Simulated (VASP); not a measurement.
# BiB (rocksalt type): relaxation of cell and atoms with PBE

The system is BiB (rocksalt type).

```
B Bi
1.0
     0.00000    2.41127    2.41127
     2.41127    0.00000    2.41127
     2.41127    2.41127    0.00000
B Bi
1 1
Direct
  0.00000 0.00000 0.00000
  0.50000 0.50000 0.50000
```

```json
{"Program": "VASP 6.6.1", "Task": "relaxation of cell and atoms", "Functional": "PBE", "Potentials or basis": "VASP PAW PBE potentials, release 64 (B, Bi_d)", "Cutoff": "600 eV", "k mesh": "14 × 14 × 14", "Occupations": "fermi-dirac, width 0.1 eV", "Spin": "no spin polarisation", "Dipole correction": "no", "Further INCAR settings": "ALGO = Normal; EDIFF = 1e-06; IBRION = 2; EDIFFG = -0.005; NSW = 60; ISIF = 3"}
```

```
Relaxed volume                         : 18.37 Å³/atom
Relaxed cell                           : a = 3.732 Å, b = 3.732 Å, c = 3.732 Å, α = 60.00°, β = 60.00°, γ = 60.00°
Space group after relaxing (to 0.05 Å) : Fm-3m (No. 225)
Energy gained by relaxing              : 429.0 meV/atom
Ionic steps                            : 19
Pressure after relaxing                : 0.0 GPa
Band gap on the k mesh                 : zero (band 9 reaches 9.29 eV, above the bottom of band 10 at 5.24 eV)
```

Step by step:
```tsv
step	energy change (eV)	largest force (eV/Å)	pressure (GPa)	volume (Å³)
1	0.0000	0.0000	40.43	28.04
2	-0.5366	0.0000	-10.46	44.99
3	-0.8580	0.0000	-0.06	36.80
4	-0.8579	0.0000	0.39	36.60
5	-0.8579	0.0000	0.38	36.61
6	-0.8579	0.0000	0.34	36.62
7	-0.8579	0.0000	0.32	36.62
8	-0.8579	0.0000	0.32	36.62
9	-0.8579	0.0000	0.33	36.62
10	-0.8579	0.0000	0.33	36.62
11	-0.8579	0.0000	0.34	36.62
12	-0.8579	0.0000	0.36	36.62
13	-0.8579	0.0000	0.31	36.63
14	-0.8579	0.0000	0.30	36.64
15	-0.8580	0.0000	0.26	36.66
16	-0.8580	0.0000	0.21	36.71
17	-0.8580	0.0000	-0.13	36.81
18	-0.8580	0.0000	-0.11	36.77
19	-0.8580	0.0000	-0.03	36.74
```

Final structure:
```yaml
crystal:
  lattice:
    - [0.00000, 2.63867, 2.63867]
    - [2.63867, 0.00000, 2.63867]
    - [2.63867, 2.63867, 0.00000]
  atoms:
    - { symbol: B, position: [0.00000, 0.00000, 0.00000] }
    - { symbol: Bi, position: [0.50000, 0.50000, 0.50000] }
```

Levels at points of the mesh, in eV from the Fermi level:
| k point | band 5 | band 6 | band 7 | band 8 | band 9 | band 10 | band 11 | band 12 | band 13 |
| --- | --- | --- | --- | --- | --- | --- | --- | --- | --- |
| (0.00, 0.00, 0.00) | -22.75 | -14.04 | -0.02 | -0.02 | -0.02 | 0.04 | 6.58 | 6.58 | 6.58 |
| (0.50, 0.00, 0.00) | -22.70 | -11.27 | -8.23 | 1.09 | 1.09 | 1.91 | 1.91 | 2.84 | 2.85 |
| (0.50, 0.50, 0.00) | -22.68 | -10.35 | -6.03 | -4.03 | -2.81 | -2.81 | 4.09 | 8.43 | 8.43 |

Run time: 120 s on 1 thread of Intel(R) Xeon(R) 6975P-C (Granite Rapids), with other jobs on the host, peak memory 0.2 GiB.

Caveat: the volume moved by over 15 % at a fixed basis, so the end points are rough; spin-orbit coupling is left out, which moves the levels of the heavy elements.
